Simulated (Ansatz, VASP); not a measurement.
## One calculation of F, two programs

INCAR

```
SYSTEM = F
  ALGO = Normal
  EDIFF = 1E-7
  ENCUT = 520
  GGA = PE
  ISIF = 2
  ISMEAR = 0
  IVDW = 12
  LASPH = .True.
  LCHARG = .False.
  LREAL = .False.
  LWAVE = .False.
  NBANDS = 22
  NELM = 100
  PREC = Accurate
  SIGMA = 0.05
```

Contents of KPOINTS:

```
k-points
0
Gamma
  8 8 4
  0 0 0
```

Contents of POSCAR:

```
F
1.0
    2.9788247443     -1.8189313624      0.3143641159
    2.9788247443      1.8189313624      0.3143641159
   -0.8540251668      0.0000000000      6.8508231497
F
4
Direct
    0.9138648456      0.5855481450      0.0939279973
    0.4144518550      0.0861351544      0.4060720027
    0.0861351544      0.4144518550      0.9060720027
    0.5855481450      0.9138648456      0.5939279973
```

Input for Ansatz:

```yaml
crystal:
  lattice:
    - [2.9788247443, -1.8189313624, 0.3143641159]
    - [2.9788247443, 1.8189313624, 0.3143641159]
    - [-0.8540251668, 0.0, 6.8508231497]
  atoms:
    - { symbol: F, position: [0.9138648456, 0.585548145, 0.0939279973] }
    - { symbol: F, position: [0.414451855, 0.0861351544, 0.4060720027] }
    - { symbol: F, position: [0.0861351544, 0.414451855, 0.9060720027] }
    - { symbol: F, position: [0.585548145, 0.9138648456, 0.5939279973] }
basis:
  ecutwfc: 520.0
kpoints:
  mp_grid: { grid: [8, 8, 4] }
hamiltonian:
  xc: pbe
  dispersion: d3bj
scf:
  occupations: { method: gaussian, width: 0.05 }
output:
  forces: true
  stress: true
  eigenvalues: true
```

Change from the starting cell: volume 18.804 Å^3 an atom, stretch along a over the lengths across it, relative to the relaxed cell 1.0409.

Alike in both runs: task single point; functional PBE; dispersion D3(BJ); k mesh 8 × 8 × 4; occupations gaussian, width 0.05 eV; no spin polarisation.

```csv
,VASP,Ansatz
version,VASP 6.6.1,Ansatz 0.2.0
potentials or method,"VASP PAW PBE potentials, release 64 (F), cutoff 520 eV","scalar-relativistic, plane waves, PAW"
valence electrons in the cell,28,28
```

|  | VASP | Ansatz | Ansatz less VASP |
| --- | --- | --- | --- |
| gap on the k mesh at the Fermi level (eV) | 2.76 | 2.82 | +0.068 |
| least direct gap on the mesh (eV) | 2.76 | 2.82 | +0.068 |
| pressure (GPa) | -1.4 | -1.6 | -0.23 |
| traceless stress, the component that is largest in VASP (GPa) | -1.06 | -2.05 | -0.981 |
| rms of the force components (eV/Å) | 0.210 | 0.403 | +0.1928 |

Atom by atom the forces differ by 0.193 eV/Å (rms over components). One of these differences is far larger than is usual between the two programs; its cause wasn't traced.
